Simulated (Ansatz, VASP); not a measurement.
## Ti in VASP and in Ansatz

File INCAR:

```
PREC     = Accurate       # precision mode
ENCUT    = 600            # plane-wave cutoff, eV
EDIFF    = 1E-6           # SCF threshold, eV
ISMEAR   = 1              # smearing method
SIGMA    = 0.1            # smearing width, eV
LREAL    = F              # projectors in reciprocal space
LASPH    = T              # aspherical terms in the spheres
NELM     = 80             # most SCF steps
ALGO     = Normal         # electronic algorithm
ISIF     = 3              # what is computed and relaxed
LWAVE    = F              # write WAVECAR
LCHARG   = F              # write CHGCAR
GGA      = PE             # functional
IBRION   = 2              # ionic algorithm
NSW      = 80             # ionic steps
EDIFFG   = -0.01          # ionic threshold
```

Contents of KPOINTS:

```
Automatic mesh
0
Gamma
  13 13 7
```

The input POSCAR:

```
Ti
1.0
    2.9500000000      0.0000000000      0.0000000000
   -1.4750000000      2.5547750000      0.0000000000
    0.0000000000      0.0000000000      4.6800000000
Ti
2
Direct
    0.3333333333      0.6666666667      0.2500000000
    0.6666666667      0.3333333333      0.7500000000
```

Input for Ansatz:

```yaml
crystal:
  lattice:
    - [2.95, 0.0, 0.0]
    - [-1.475, 2.554775, 0.0]
    - [0.0, 0.0, 4.68]
  atoms:
    - { symbol: Ti, position: [0.3333333333333333, 0.6666666666666666, 0.25] }
    - { symbol: Ti, position: [0.6666666666666666, 0.3333333333333333, 0.75] }
kpoints:
  mp_grid:
    grid: [13, 13, 7]
hamiltonian:
  xc: pbe
  dispersion: none
scf:
  occupations:
    method: cold
    width: 0.1
relax:
  cell: {}
```

Alike in both runs: task relaxation of cell and atoms; functional PBE; k mesh 13 × 13 × 7; no spin polarisation.

|  | VASP | Ansatz |
| --- | --- | --- |
| version | VASP 6.6.1 | Ansatz 0.2.0 |
| potentials or method | VASP PAW PBE potentials, release 64 (Ti_sv) | plane waves, PAW |
| plane-wave cutoff (eV) | 600 | 420 |
| occupations | methfessel-paxton of order 1, width 0.1 eV | cold, width 0.1 eV |
| valence electrons in the cell | 24 | 24 |

Ansatz gave:

```
relaxed volume (Å³/atom)                                     : 17.39
relaxed cell length with the largest relative difference (Å) : 2.938
```

Which values does VASP return?

Relaxed volume (Å³/atom): 17.35; relaxed cell length with the largest relative difference (Å): 2.935.
